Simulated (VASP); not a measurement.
# HfN (Fm-3m) in VASP: further runs

HfN is run at these levels: PBE; tasks: single point.

Everything below comes from runs of VASP 6.6.1. Logs are shortened: lines on timing, memory, paths and dates and some standing lists are left out, and cuts for length are marked.

### Step 1. The cell of the first run

It takes space group Fm-3m (No. 225, cubic). Conventional cell: a = 4.426 Å, b = 4.426 Å, c = 4.426 Å, α = 90.00°, β = 90.00°, γ = 90.00°. Within 2.9 Å of Hf (site symmetry m-3m) lie 6 N at 2.21 Å. N (site symmetry m-3m) has 6 Hf at 2.21 Å within 2.9 Å.

### Step 2. Single point, PBE (volume scaled by 0.94, then relaxed in part)

Input file INCAR:

```
SYSTEM = HfN
PREC = Accurate
ENCUT = 520
EDIFF = 1E-6
ISMEAR = -1
SIGMA = 0.05
LREAL = .FALSE.
LASPH = .TRUE.
NELM = 60
ALGO = Normal
ISIF = 2
LWAVE = .FALSE.
LCHARG = .FALSE.
GGA = PE
NBANDS = 14
```

Input file KPOINTS:

```
regular mesh
0
G
  18 18 18
  0 0 0
```

Input file POSCAR:

```
HfN
1.0
    0.0000000000      2.2128850196      2.2128850196
    2.2128850196      0.0000000000      2.2128850196
    2.2128850196      2.2128850196      0.0000000000
Hf N
1 1
Direct
    0.0000000000      0.0000000000      0.0000000000
    0.5000000000      0.5000000000      0.5000000000
```

Potentials or basis: VASP PAW PBE potentials, release 64 (Hf_pv, N).

Started as:

```
cat potpaw_PBE.64/Hf_pv/POTCAR potpaw_PBE.64/N/POTCAR > POTCAR
mpirun -np 1 vasp_std > vasp.out
```

OUTCAR:

```text
SYSTEM = HfN
   PREC = Accurate
   ENCUT = 520
   EDIFF = 1E-6
   ISMEAR = -1
   LREAL = .FALSE.
   LASPH = .TRUE.
   NELM = 60
   ISIF = 2
   GGA = PE

 ion  position               nearest neighbor table
   1  0.000  0.000  0.000-   2 2.21   2 2.21   2 2.21   2 2.21   2 2.21   2 2.21
   2  0.500  0.500  0.500-   1 2.21   1 2.21   1 2.21   1 2.21   1 2.21   1 2.21

  LATTYP: Found a face centered cubic cell.
 ALAT       =     4.4257700392

  Lattice vectors:

 A1 = (   0.0000000000,   2.2128850196,   2.2128850196)
 A2 = (   2.2128850196,   0.0000000000,   2.2128850196)
 A3 = (   2.2128850196,   2.2128850196,   0.0000000000)

Analysis of symmetry for initial positions (statically):
=====================================================================
 Subroutine PRICEL returns:
 Original cell was already a primitive cell.

 Routine SETGRP: Setting up the symmetry group for a
 face centered cubic supercell.

 Subroutine GETGRP returns: Found 48 space group operations
 (whereof 48 operations were pure point group operations)
 out of a pool of 48 trial point group operations.

The static configuration has the point symmetry O_h .

Analysis of symmetry for dynamics (positions and initial velocities):
=====================================================================
 Subroutine PRICEL returns:
 Original cell was already a primitive cell.

 Routine SETGRP: Setting up the symmetry group for a
 face centered cubic supercell.

 Subroutine GETGRP returns: Found 48 space group operations
 (whereof 48 operations were pure point group operations)
 out of a pool of 48 trial point group operations.

The dynamic configuration has the point symmetry O_h .

 Subroutine INISYM returns: Found 48 space group operations
 (whereof 48 operations are pure point group operations),
 and found     1 'primitive' translations

----------------------------------------------------------------------------------------

                                     Primitive cell

  volume of cell :      21.6724

  direct lattice vectors                    reciprocal lattice vectors
     0.000000000  2.212885020  2.212885020    -0.225949381  0.225949381  0.225949381
     2.212885020  0.000000000  2.212885020     0.225949381 -0.225949381  0.225949381
     2.212885020  2.212885020  0.000000000     0.225949381  0.225949381 -0.225949381

  length of vectors
     3.129492007  3.129492007  3.129492007     0.391355808  0.391355808  0.391355808

  position of ions in fractional coordinates (direct lattice)
     0.000000000  0.000000000  0.000000000
     0.500000000  0.500000000  0.500000000

  ion indices of the primitive-cell ions
   primitive index   ion index
                 1           1
                 2           2

----------------------------------------------------------------------------------------

 KPOINTS: regular mesh

Automatic generation of k-mesh.
 Grid dimensions read from file:
 generate k-points for:   18   18   18

 Generating k-lattice:

  Cartesian coordinates                     Fractional coordinates (reciprocal lattice)
    -0.012552743  0.012552743  0.012552743     0.055555556  0.000000000  0.000000000
     0.012552743 -0.012552743  0.012552743     0.000000000  0.055555556  0.000000000
     0.012552743  0.012552743 -0.012552743     0.000000000  0.000000000  0.055555556

  Length of vectors
     0.021741989  0.021741989  0.021741989

  Shift w.r.t. Gamma in fractional coordinates (k-lattice)
     0.000000000  0.000000000  0.000000000

 Subroutine IBZKPT returns following result:
 ===========================================

 Found    195 irreducible k-points:

 Following reciprocal coordinates:
            Coordinates               Weight
  0.000000  0.000000  0.000000      1.000000
  0.055556  0.000000  0.000000      8.000000
  0.111111  0.000000  0.000000      8.000000
  0.166667  0.000000  0.000000      8.000000
  0.222222  0.000000  0.000000      8.000000
  0.277778  0.000000  0.000000      8.000000
[... 16 lines left out ...]
 -0.277778  0.055556  0.000000     24.000000
 -0.222222  0.055556  0.000000     24.000000
 [... further k-points ...]
   k-points           NKPTS =    195   k-points in BZ     NKDIM =    195   number of bands    NBANDS=     14
   number of dos      NEDOS =    301   number of ions     NIONS =      2
   total plane-waves  NPLWV =  13824
   dimension x,y,z NGX =    24 NGY =   24 NGZ =   24
   dimension x,y,z NGXF=    48 NGYF=   48 NGZF=   48
   ions per type =               1   1
   NGX,Y,Z   is equivalent  to a cutoff of  12.75, 12.75, 12.75 a.u.
   NGXF,Y,Z  is equivalent  to a cutoff of  25.50, 25.50, 25.50 a.u.
 SYSTEM =  HfN
   PREC   = accura    normal or accurate (medium, high low for compatibility)
   ISTART =      0    job   : 0-new  1-cont  2-samecut
   ICHARG =      2    charge: 1-file 2-atom 10-const
   ISPIN  =      1    spin polarized calculation?
   LNONCOLLINEAR =      F non collinear calculations
   LSORBIT =      F    spin-orbit coupling
   LASPH  =      T    aspherical Exc in radial PAW
   ENCUT  =  520.0 eV  38.22 Ry    6.18 a.u.   5.82  5.82  5.82*2*pi/ulx,y,z
   NELM   =     60;   NELMIN=  2; NELMDL= -5     # of ELM steps
   EDIFF  = 0.1E-05   stopping-criterion for ELM
   LREAL  =      F    real-space projection
   EDIFFG = 0.1E-04   stopping-criterion for IOM
   NSW    =      0    number of steps for IOM
   IBRION =     -1    ionic relax: 0-MD 1-quasi-New 2-CG
   NFREE  =      0    steps in history (QN), initial steepest desc. (CG)
   ISIF   =      2    stress and relaxation
   ISYM   =      2    0-nonsym 1-usesym 2-fastsym
   POTIM  = 0.5000    time-step for ionic-motion
   TEBEG  =    0.0;   TEEND  =   0.0 temperature during run
   PSTRESS=    0.0 pullay stress
   NELECT =      15.0000    total number of electrons
   NUPDOWN=      -1.0000    fix difference up-down
   EMIN   =  10.00;   EMAX   =-10.00  energy-range for DOS
   EFERMI =   0.00;   METHOD = LEGACY
   ISMEAR =    -1;   SIGMA  =   0.05  broadening in eV -4-tet -1-fermi 0-gaus
   EFERMI_NEDOS =   21; number of points for ismear=-14 and -15
   IALGO  =     38    algorithm
   IMIX   =      4    mixing-type and parameters
     AMIX     =   0.40;   BMIX     =  1.00
     AMIX_MAG =   1.60;   BMIX_MAG =  1.00
  volume/ion in A,a.u.               =      10.84        73.13
  Fermi-wavevector in a.u.,A,eV,Ry     =   1.448115  2.736541 28.531924  2.097037
  Thomas-Fermi vector in A             =   2.565993
   LORBIT       =      0    0 simple, 1 ext, 2 COOP (PROOUT), +10 PAW based schemes
   GGA     = PE    functional components
   LHFCALC =     F    Hartree Fock is set to
   AEXX    =    0.0000 exact exchange contribution
   IVDW    =     0    specifies the selected vdW correction
   LEPSILON=     F    determine dielectric tensor
   LRPA    =     F    only Hartree local field effects (RPA)
 non-spin polarized calculation
  energy-cutoff  :      520.00
  volume of cell :       21.67
 maximum number of plane-waves:       594
   NGX = 11   NGY = 11   NGZ = 11

 number of electron      15.0000002 magnetization

 Free energy of the ion-electron system (eV)
  ---------------------------------------------------
  ext. energy  EPLUGINS =         0.00000000
  ---------------------------------------------------
  free energy    TOTEN  =       -21.64765188 eV

  energy without entropy =      -21.64276669  energy(sigma->0) =      -21.64520928

 E-fermi :   8.9419     XC(G=0): -13.0610

 val. band max:        8.9169660007   @ k =   0.4444   0.2222   0.1111
 cond. band min:       8.9589769252   @ k =  -0.1111   0.0556   0.0000
 fundamental gap:      0.0420109245
 Fermi energy:         8.9418547696

 k-point     1 :       0.0000    0.0000    0.0000
  band No.  band energies     occupation
      1     -21.9578      2.00000
      2     -21.9578      2.00000
      3     -21.9578      2.00000
      4      -8.9313      2.00000
      5       5.8468      2.00000
      6       5.8468      2.00000
      7       5.8468      2.00000
      8       8.5628      1.99898
      9       8.5628      1.99898
     10       8.5628      1.99898
     11      11.0693      0.00000
     12      11.0693      0.00000
     13      11.3581      0.00000
     14      18.6629      0.00000

 k-point     2 :       0.0556    0.0000    0.0000
  band No.  band energies     occupation
      1     -21.9989      2.00000
      2     -21.9610      2.00000
      3     -21.9610      2.00000
      4      -8.8490      2.00000
      5       5.5113      2.00000
      6       5.6399      2.00000
      7       5.6399      2.00000
      8       8.6660      1.99199
      9       8.6793      1.98957
     10       8.6793      1.98957
     11      11.3348      0.00000
     12      11.3348      0.00000
     13      11.5852      0.00000
     14      18.9268      0.00000

 k-point     3 :       0.1111    0.0000    0.0000
  band No.  band energies     occupation
      1     -22.1152      2.00000
      2     -21.9702      2.00000
      3     -21.9702      2.00000
      4      -8.6107      2.00000
      5       4.7217      2.00000
      6       5.1427      2.00000
      7       5.1427      2.00000
      8       8.8599      1.67488
      9       8.9890      0.56042
     10       8.9890      0.56042
     11      12.0410      0.00000
     12      12.0410      0.00000
     13      12.1875      0.00000
     14      19.6737      0.00000
[... 324 lines left out ...]
 k-point    23 :      -0.2778    0.0556    0.0000
  band No.  band energies     occupation
      1     -22.7602      2.00000
      2     -22.0674      2.00000
      3     -22.0107      2.00000
      4      -7.0746      2.00000
      5       1.5027      2.00000
      6       3.1338      2.00000
      7       3.4859      2.00000
      8       9.8576      0.00000
      9      10.6591      0.00000
     10      11.6494      0.00000
     11      14.2874      0.00000
     12      15.5084      0.00000
     13      16.2835      0.00000
     14      21.4391      0.00000

 k-point    24 :      -0.2222    0.0556    0.0000
  band No.  band energies     occupation
      1     -22.5633      2.00000
      2     -22.0485      2.00000
      3     -21.9917      2.00000
      4      -7.5760      2.00000
      5       2.3528      2.00000
      6       3.5797      2.00000
      7       3.9979      2.00000
      8       9.4083      0.00018
      9       9.9649      0.00000
     10      10.9109      0.00000
     11      13.3861      0.00000
     12      14.6918      0.00000
     13      15.1567      0.00000
     14      21.4480      0.00000

 [... further k-points ...]
[... 5 lines left out ...]
  --------------------------------------------------------------------------------------
  -------------------------------------------------------------------------------------
  Total        3.1168529      3.1168529      3.1168529      0.0000000      0.0000000      0.0000000
  in kB      230.4200908    230.4200908    230.4200908      0.0000000      0.0000000      0.0000000
  external PRESSURE =     230.4200908 kB  Pullay stress =       0.0000000 kB

 VOLUME and BASIS-vectors are now :
 -----------------------------------------------------------------------------
  energy-cutoff  :      520.00
  volume of cell :       21.67
      direct lattice vectors                 reciprocal lattice vectors
     0.000000000  2.212885020  2.212885020    -0.225949381  0.225949381  0.225949381
     2.212885020  0.000000000  2.212885020     0.225949381 -0.225949381  0.225949381
     2.212885020  2.212885020  0.000000000     0.225949381  0.225949381 -0.225949381

 POSITION                                       TOTAL-FORCE (eV/Angst)
 -----------------------------------------------------------------------------------
      0.00000      0.00000      0.00000        -0.000000      0.000000     -0.000000
      2.21289      2.21289      2.21289         0.000000     -0.000000      0.000000
 -----------------------------------------------------------------------------------
    total drift:                                0.000000     -0.000000     -0.000000

  FREE ENERGIE OF THE ION-ELECTRON SYSTEM (eV)
  ---------------------------------------------------
  free  energy   TOTEN  =       -21.6476518762 eV

  energy  without entropy=      -21.6427666937  energy(sigma->0) =      -21.64520928
```

It took 16 s on 1 thread of Intel Xeon 6975P-C (Granite Rapids), shared host; peak memory 0.18 GiB.

Results:

| Quantity | Value |
| --- | --- |
| Free energy | -21.6477 eV |
| Pressure | 23.0 GPa |

Caveat: spin-orbit coupling is left out, which moves the levels of the heavy elements.

### Step 3. Single point, PBE (volume scaled by 0.96, then relaxed in part)

Input file INCAR:

```
SYSTEM = HfN
PREC     = Accurate       ! precision mode
ENCUT    = 520            ! plane-wave cutoff, eV
EDIFF    = 1E-6           ! SCF threshold, eV
ISMEAR   = -1             ! smearing method
SIGMA    = 0.05           ! smearing width, eV
LREAL    = .FALSE.        ! projectors in reciprocal space
LASPH    = .TRUE.         ! aspherical terms in the spheres
NELM     = 100            ! most SCF steps
ALGO     = Normal         ! electronic algorithm
ISIF     = 2              ! what is computed and relaxed
LWAVE    = .FALSE.        ! write WAVECAR
LCHARG   = .FALSE.        ! write CHGCAR
GGA      = PE             ! functional
NBANDS   = 14             ! bands
```

Input file KPOINTS:

```
Automatic mesh
0
G
  18 18 18
  0 0 0
```

Input file POSCAR:

```
HfN
1.0
    0.0000000000      2.2284692304      2.2284692304
    2.2284692304      0.0000000000      2.2284692304
    2.2284692304      2.2284692304      0.0000000000
Hf N
1 1
Direct
    0.0000000000      0.0000000000      0.0000000000
    0.5000000000      0.5000000000      0.5000000000
```

Potentials or basis: VASP PAW PBE potentials, release 64 (Hf_pv, N).

Started as:

```
cat potpaw_PBE.64/Hf_pv/POTCAR potpaw_PBE.64/N/POTCAR > POTCAR
mpirun -np 1 vasp_std > vasp.out
```

It took 16 s on 1 thread of Intel Xeon 6975P-C (Granite Rapids), shared host; peak memory 0.18 GiB.

The run converged. Its results:

```yaml
Free_energy: -21.7035 eV
Pressure: 15.6 GPa
```

Levels at points of the mesh, in eV from the Fermi level:
```
           k point  band 5  band 6  band 7  band 8  band 9  band 10  band 11  band 12
(0.00, 0.00, 0.00)   -3.07   -3.07   -3.07   -0.37   -0.37    -0.37     2.07     2.07
(0.50, 0.00, 0.00)   -9.12   -6.39   -6.39    3.47    3.92     3.92     4.65     9.34
(0.50, 0.50, 0.00)   -5.40   -3.99   -3.71   -3.71    4.33     5.85     5.85     6.09
```

Caveat: spin-orbit coupling is left out, which moves the levels of the heavy elements.

### Step 4. Single point, PBE (volume scaled by 0.98, then relaxed in part)

Input file INCAR:

```
  PREC = Accurate
  ENCUT = 520
  EDIFF = 1E-6
  ISMEAR = -1
  SIGMA = 0.05
  LREAL = F
  LASPH = T
  NELM = 100
  ALGO = Normal
  ISIF = 2
  LWAVE = F
  LCHARG = F
  GGA = PE
  NBANDS = 14
```

Input file KPOINTS:

```
regular mesh
0
Gamma
  18 18 18
```

Input file POSCAR:

```
HfN
1.0
    0.0000000000      2.2438384694      2.2438384694
    2.2438384694      0.0000000000      2.2438384694
    2.2438384694      2.2438384694      0.0000000000
Hf N
1 1
Direct
    0.0000000000      0.0000000000      0.0000000000
    0.5000000000      0.5000000000      0.5000000000
```

Started as:

```
cat potpaw_PBE.64/Hf_pv/POTCAR potpaw_PBE.64/N/POTCAR > POTCAR
mpirun -np 1 vasp_std > vasp.out
```

Wall time 16 s (1 thread of Intel Xeon 6975P-C (Granite Rapids), shared host); peak memory 0.18 GiB.

Results (log left out):

```yaml
Free_energy: -21.7391 eV
Pressure: 9.0 GPa
```

Levels at points of the mesh, in eV from the Fermi level:
```
           k point  band 6  band 7  band 8  band 9  band 10  band 11
(0.00, 0.00, 0.00)   -3.05   -3.05   -0.35   -0.35    -0.35     2.00
(0.50, 0.00, 0.00)   -6.28   -6.28    3.38    3.81     3.81     4.54
(0.50, 0.50, 0.00)   -3.90   -3.70   -3.70    4.21     5.69     5.69
```

Caveat: spin-orbit coupling is left out, which moves the levels of the heavy elements.

(Continued in part 2 of 2.)
